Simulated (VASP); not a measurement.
# TeAs (Fm-3m) in VASP: a series of runs

TeAs is run at these levels: LDA; tasks: single point, relaxation of cell and atoms.

All numbers are computed with VASP 6.6.1; they aren't measurements. Logs are shortened: lines on timing, memory, paths and dates and some standing lists are left out, and cuts for length are marked.

**1. The cell of the first run**

It takes space group Fm-3m (No. 225, cubic). The conventional cell has a = 5.809 Å, b = 5.809 Å, c = 5.809 Å, α = 90.00°, β = 90.00°, γ = 90.00°. Te (site symmetry m-3m) has 6 As at 2.90 Å within 3.8 Å. As (site symmetry m-3m) has 6 Te at 2.90 Å within 3.8 Å.

**2. Single point, LDA**

INCAR reads:

```
PREC     = Accurate       # precision mode
ENCUT    = 520            # plane-wave cutoff, eV
EDIFF    = 1E-6           # SCF threshold, eV
ISMEAR   = -1             # smearing method
SIGMA    = 0.02           # smearing width, eV
LREAL    = False          # projectors in reciprocal space
LASPH    = True           # aspherical terms in the spheres
NELM     = 80             # most SCF steps
ALGO     = Normal         # electronic algorithm
ISIF     = 2              # what is computed and relaxed
LWAVE    = False          # write WAVECAR
LCHARG   = False          # write CHGCAR
GGA      = CA             # functional
NBANDS   = 12             # bands
```

KPOINTS reads:

```
regular mesh
0
Gamma
  7 7 7
```

POSCAR reads:

```
TeAs
1.0
    0.0000000000      2.9047187625      2.9047187625
    2.9047187625      0.0000000000      2.9047187625
    2.9047187625      2.9047187625      0.0000000000
Te As
1 1
Direct
    0.0000000000      0.0000000000      0.0000000000
    0.5000000000      0.5000000000      0.5000000000
```

Potentials or basis: VASP PAW LDA potentials, release 64 (Te, As).

Launch:

```console
$ cat potpaw_LDA.64/Te/POTCAR potpaw_LDA.64/As/POTCAR > POTCAR
$ mpirun -np 1 vasp_std > vasp.out
```

OUTCAR:

```text
PREC = Accurate
   ENCUT = 520
   EDIFF = 1E-6
   ISMEAR = -1
   LREAL = False
   LASPH = True
   NELM = 80
   ISIF = 2
   GGA = CA

 ion  position               nearest neighbor table
   1  0.000  0.000  0.000-   2 2.90   2 2.90   2 2.90   2 2.90   2 2.90   2 2.90
   2  0.500  0.500  0.500-   1 2.90   1 2.90   1 2.90   1 2.90   1 2.90   1 2.90

  LATTYP: Found a face centered cubic cell.
 ALAT       =     5.8094375250

  Lattice vectors:

 A1 = (   0.0000000000,   2.9047187625,   2.9047187625)
 A2 = (   2.9047187625,   0.0000000000,   2.9047187625)
 A3 = (   2.9047187625,   2.9047187625,   0.0000000000)

Analysis of symmetry for initial positions (statically):
=====================================================================
 Subroutine PRICEL returns:
 Original cell was already a primitive cell.

 Routine SETGRP: Setting up the symmetry group for a
 face centered cubic supercell.

 Subroutine GETGRP returns: Found 48 space group operations
 (whereof 48 operations were pure point group operations)
 out of a pool of 48 trial point group operations.

The static configuration has the point symmetry O_h .

Analysis of symmetry for dynamics (positions and initial velocities):
=====================================================================
 Subroutine PRICEL returns:
 Original cell was already a primitive cell.

 Routine SETGRP: Setting up the symmetry group for a
 face centered cubic supercell.

 Subroutine GETGRP returns: Found 48 space group operations
 (whereof 48 operations were pure point group operations)
 out of a pool of 48 trial point group operations.

The dynamic configuration has the point symmetry O_h .

 Subroutine INISYM returns: Found 48 space group operations
 (whereof 48 operations are pure point group operations),
 and found     1 'primitive' translations

----------------------------------------------------------------------------------------

                                     Primitive cell

  volume of cell :      49.0165

  direct lattice vectors                    reciprocal lattice vectors
     0.000000000  2.904718762  2.904718762    -0.172133704  0.172133704  0.172133704
     2.904718762  0.000000000  2.904718762     0.172133704 -0.172133704  0.172133704
     2.904718762  2.904718762  0.000000000     0.172133704  0.172133704 -0.172133704

  length of vectors
     4.107892669  4.107892669  4.107892669     0.298144321  0.298144321  0.298144321

  position of ions in fractional coordinates (direct lattice)
     0.000000000  0.000000000  0.000000000
     0.500000000  0.500000000  0.500000000

  ion indices of the primitive-cell ions
   primitive index   ion index
                 1           1
                 2           2

----------------------------------------------------------------------------------------

 KPOINTS: regular mesh

Automatic generation of k-mesh.
 Grid dimensions read from file:
 generate k-points for:    7    7    7

 Generating k-lattice:

  Cartesian coordinates                     Fractional coordinates (reciprocal lattice)
    -0.024590529  0.024590529  0.024590529     0.142857143  0.000000000  0.000000000
     0.024590529 -0.024590529  0.024590529     0.000000000  0.142857143  0.000000000
     0.024590529  0.024590529 -0.024590529     0.000000000  0.000000000  0.142857143

  Length of vectors
     0.042592046  0.042592046  0.042592046

  Shift w.r.t. Gamma in fractional coordinates (k-lattice)
     0.000000000  0.000000000  0.000000000

 Subroutine IBZKPT returns following result:
 ===========================================

 Found     20 irreducible k-points:

 Following reciprocal coordinates:
            Coordinates               Weight
  0.000000  0.000000  0.000000      1.000000
  0.142857  0.000000  0.000000      8.000000
  0.285714  0.000000  0.000000      8.000000
  0.428571  0.000000  0.000000      8.000000
  0.142857  0.142857  0.000000      6.000000
  0.285714  0.142857  0.000000     24.000000
[... 12 lines left out ...]
 -0.428571  0.428571  0.142857     24.000000
 -0.285714  0.428571  0.142857     24.000000
   k-points           NKPTS =     20   k-points in BZ     NKDIM =     20   number of bands    NBANDS=     12
   number of dos      NEDOS =    301   number of ions     NIONS =      2
   total plane-waves  NPLWV =  32768
   dimension x,y,z NGX =    32 NGY =   32 NGZ =   32
   dimension x,y,z NGXF=    64 NGYF=   64 NGZF=   64
   ions per type =               1   1
   NGX,Y,Z   is equivalent  to a cutoff of  12.95, 12.95, 12.95 a.u.
   NGXF,Y,Z  is equivalent  to a cutoff of  25.90, 25.90, 25.90 a.u.
 SYSTEM =  unknown system
   PREC   = accura    normal or accurate (medium, high low for compatibility)
   ISTART =      0    job   : 0-new  1-cont  2-samecut
   ICHARG =      2    charge: 1-file 2-atom 10-const
   ISPIN  =      1    spin polarized calculation?
   LNONCOLLINEAR =      F non collinear calculations
   LSORBIT =      F    spin-orbit coupling
   LASPH  =      T    aspherical Exc in radial PAW
   ENCUT  =  520.0 eV  38.22 Ry    6.18 a.u.   7.64  7.64  7.64*2*pi/ulx,y,z
   NELM   =     80;   NELMIN=  2; NELMDL= -5     # of ELM steps
   EDIFF  = 0.1E-05   stopping-criterion for ELM
   LREAL  =      F    real-space projection
   EDIFFG = 0.1E-04   stopping-criterion for IOM
   NSW    =      0    number of steps for IOM
   IBRION =     -1    ionic relax: 0-MD 1-quasi-New 2-CG
   NFREE  =      0    steps in history (QN), initial steepest desc. (CG)
   ISIF   =      2    stress and relaxation
   ISYM   =      2    0-nonsym 1-usesym 2-fastsym
   POTIM  = 0.5000    time-step for ionic-motion
   TEBEG  =    0.0;   TEEND  =   0.0 temperature during run
   PSTRESS=    0.0 pullay stress
   NELECT =      11.0000    total number of electrons
   NUPDOWN=      -1.0000    fix difference up-down
   EMIN   =  10.00;   EMAX   =-10.00  energy-range for DOS
   EFERMI =   0.00;   METHOD = LEGACY
   ISMEAR =    -1;   SIGMA  =   0.02  broadening in eV -4-tet -1-fermi 0-gaus
   EFERMI_NEDOS =   21; number of points for ismear=-14 and -15
   IALGO  =     38    algorithm
   IMIX   =      4    mixing-type and parameters
     AMIX     =   0.40;   BMIX     =  1.00
     AMIX_MAG =   1.60;   BMIX_MAG =  1.00
  volume/ion in A,a.u.               =      24.51       165.39
  Fermi-wavevector in a.u.,A,eV,Ry     =   0.994852  1.879997 13.466090  0.989730
  Thomas-Fermi vector in A             =   2.126831
   LORBIT       =      0    0 simple, 1 ext, 2 COOP (PROOUT), +10 PAW based schemes
   GGA     = CA    functional components
   LHFCALC =     F    Hartree Fock is set to
   AEXX    =    0.0000 exact exchange contribution
   IVDW    =     0    specifies the selected vdW correction
   LEPSILON=     F    determine dielectric tensor
   LRPA    =     F    only Hartree local field effects (RPA)
 non-spin polarized calculation
  energy-cutoff  :      520.00
  volume of cell :       49.02
 maximum number of plane-waves:      1363
   NGX = 15   NGY = 15   NGZ = 15

 number of electron      10.9999999 magnetization

 Free energy of the ion-electron system (eV)
  ---------------------------------------------------
  ext. energy  EPLUGINS =         0.00000000
  ---------------------------------------------------
  free energy    TOTEN  =        -9.03964674 eV

  energy without entropy =       -9.03671998  energy(sigma->0) =       -9.03818336

 E-fermi :   7.2155     XC(G=0): -10.2385

 val. band max:        6.9854548511   @ k =  -0.1429   0.1429   0.0000
 cond. band min:       7.2348316333   @ k =  -0.2857   0.4286   0.1429
 fundamental gap:      0.2493767822
 Fermi energy:         7.2154969838

 k-point     1 :       0.0000    0.0000    0.0000
  band No.  band energies     occupation
      1      -7.6087      2.00000
      2       0.3520      2.00000
      3       4.4098      2.00000
      4       4.4098      2.00000
      5       4.4098      2.00000
      6       9.5802      0.00000
      7       9.5802      0.00000
      8       9.5802      0.00000
      9      11.9633      0.00000
     10      11.9633      0.00000
     11      11.9633      0.00000
     12      14.1561      0.00000

 k-point     2 :       0.1429    0.0000    0.0000
  band No.  band energies     occupation
      1      -7.3702      2.00000
      2      -0.4853      2.00000
      3       4.4596      2.00000
      4       4.4596      2.00000
      5       4.8052      2.00000
      6       8.7013      0.00000
      7       8.7013      0.00000
      8       8.8930      0.00000
      9      11.8998      0.00000
     10      12.4324      0.00000
     11      12.4324      0.00000
     12      15.4501      0.00000

 k-point     3 :       0.2857    0.0000    0.0000
  band No.  band energies     occupation
      1      -6.6648      2.00000
      2      -2.1775      2.00000
      3       4.6672      2.00000
      4       4.6672      2.00000
      5       5.3431      2.00000
      6       7.2678      0.13658
      7       7.2678      0.13658
      8       7.7078      0.00000
      9      12.7211      0.00000
     10      13.7693      0.00000
     11      13.7693      0.00000
     12      18.1020      0.00000
[... 226 lines left out ...]
 k-point    19 :      -0.4286    0.4286    0.1429
  band No.  band energies     occupation
      1      -5.0325      2.00000
      2      -3.1287      2.00000
      3       0.9277      2.00000
      4       1.9005      2.00000
      5       3.9906      2.00000
      6       8.8035      0.00000
      7      10.3397      0.00000
      8      11.6433      0.00000
      9      12.1243      0.00000
     10      15.3619      0.00000
     11      17.2685      0.00000
     12      18.9424      0.00000

 k-point    20 :      -0.2857    0.4286    0.1429
  band No.  band energies     occupation
      1      -4.5007      2.00000
      2      -3.8696      2.00000
      3       0.9517      2.00000
      4       1.7428      2.00000
      5       5.2082      2.00000
      6       7.2348      0.55106
      7      11.2772      0.00000
      8      11.9541      0.00000
      9      12.3197      0.00000
     10      13.3231      0.00000
     11      17.9374      0.00000
     12      18.2220      0.00000

------------------------ aborting loop because EDIFF is reached ----------------------------------------

  FORCE on cell =-STRESS in cart. coord.  units (eV):
  Direction    XX          YY          ZZ          XY          YZ          ZX
  --------------------------------------------------------------------------------------
  -------------------------------------------------------------------------------------
  Total        0.0504945      0.0504945      0.0504945      0.0000000      0.0000000     -0.0000000
  in kB        1.6504876      1.6504876      1.6504876      0.0000000      0.0000000     -0.0000000
  external PRESSURE =       1.6504876 kB  Pullay stress =       0.0000000 kB

 VOLUME and BASIS-vectors are now :
 -----------------------------------------------------------------------------
  energy-cutoff  :      520.00
  volume of cell :       49.02
      direct lattice vectors                 reciprocal lattice vectors
     0.000000000  2.904718762  2.904718762    -0.172133704  0.172133704  0.172133704
     2.904718762  0.000000000  2.904718762     0.172133704 -0.172133704  0.172133704
     2.904718762  2.904718762  0.000000000     0.172133704  0.172133704 -0.172133704

 POSITION                                       TOTAL-FORCE (eV/Angst)
 -----------------------------------------------------------------------------------
      0.00000      0.00000      0.00000         0.000000     -0.000000     -0.000000
      2.90472      2.90472      2.90472        -0.000000      0.000000      0.000000
 -----------------------------------------------------------------------------------
    total drift:                                0.000000     -0.000000     -0.000000

  FREE ENERGIE OF THE ION-ELECTRON SYSTEM (eV)
  ---------------------------------------------------
  free  energy   TOTEN  =        -9.0396467385 eV

  energy  without entropy=       -9.0367199834  energy(sigma->0) =       -9.03818336
```

It took 12 s on 1 thread of Intel Xeon 8259CL, shared host; peak memory 0.16 GiB.

Results:

- Free energy: -9.0396 eV
- Pressure: 0.2 GPa

Levels at points of the mesh, in eV from the Fermi level:
| k point | band 1 | band 2 | band 3 | band 4 | band 5 | band 6 | band 7 | band 8 | band 9 | band 10 |
| --- | --- | --- | --- | --- | --- | --- | --- | --- | --- | --- |
| (0.00, 0.00, 0.00) | -14.82 | -6.86 | -2.81 | -2.81 | -2.81 | 2.36 | 2.36 | 2.36 | 4.75 | 4.75 |

Caveat: spin-orbit coupling is left out, which moves the levels of the heavy elements.

[end of part 1 of 2]
